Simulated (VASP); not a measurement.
Input of a VASP 6.6.1 run:

Contents of INCAR:

```
SYSTEM = In3AgO4
PREC = Accurate
ENCUT = 600
EDIFF = 1E-6
ISMEAR = 0
SIGMA = 0.1
LREAL = .False.
LASPH = .True.
NELM = 80
ALGO = Normal
ISIF = 3
LWAVE = .False.
LCHARG = .False.
GGA = PE
IBRION = 2
NSW = 90
EDIFFG = -0.04
```

KPOINTS

```
regular mesh
0
Gamma
  4 4 4
  0 0 0
```

The input POSCAR:

```
In3AgO4
1.0
    5.2007734106      0.0000000000      0.0000000000
    0.0000000000      5.2007734106      0.0000000000
    0.0000000000      0.0000000000      5.2007734106
In Ag O
3 1 4
Direct
    0.5000000000      0.0000000000      0.0000000000
    0.0000000000      0.5000000000      0.0000000000
    0.0000000000      0.0000000000      0.5000000000
    0.0000000000      0.0000000000      0.0000000000
    0.2350000000      0.2350000000      0.2350000000
    0.2350000000      0.7650000000      0.7650000000
    0.7650000000      0.7650000000      0.2350000000
    0.7650000000      0.2350000000      0.7650000000
```

Potentials or basis: VASP PAW PBE potentials, release 64 (In_d, Ag, O).

The run is started by

```bash
$ cat potpaw_PBE.64/In_d/POTCAR potpaw_PBE.64/Ag/POTCAR potpaw_PBE.64/O/POTCAR > POTCAR
$ mpirun -np 1 vasp_std > vasp.out
```

Problem. Estimate the relaxed cell.

Solution. a = 5.418 Å, b = 5.418 Å, c = 5.418 Å, α = 90.00°, β = 90.00°, γ = 90.00°.

Problem. What does it give for the relaxed volume?

Solution. 19.88 Å³/atom.

Problem. Predict the space group after relaxing (to 0.1 Å).

Solution. P-43m (No. 215).

Problem. Predict the band gap on the k mesh.

Solution. Zero (bands 37 and 38 overlap by 0.28 eV).

Step by step:
```tsv
step	energy change (eV)	largest force (eV/Å)	pressure (GPa)	volume (Å³)
1	0.0000	2.4360	17.04	140.67
2	-0.3643	1.2648	-8.31	182.29
3	-1.1859	0.0070	-0.40	160.76
4	-1.1866	0.0414	-0.16	160.34
5	-1.1864	0.0758	0.07	159.93
6	-1.1869	0.0662	0.09	159.72
7	-1.1877	0.0361	0.16	159.07
```

Caveat: spin-orbit coupling is left out, which moves the levels of the heavy elements.
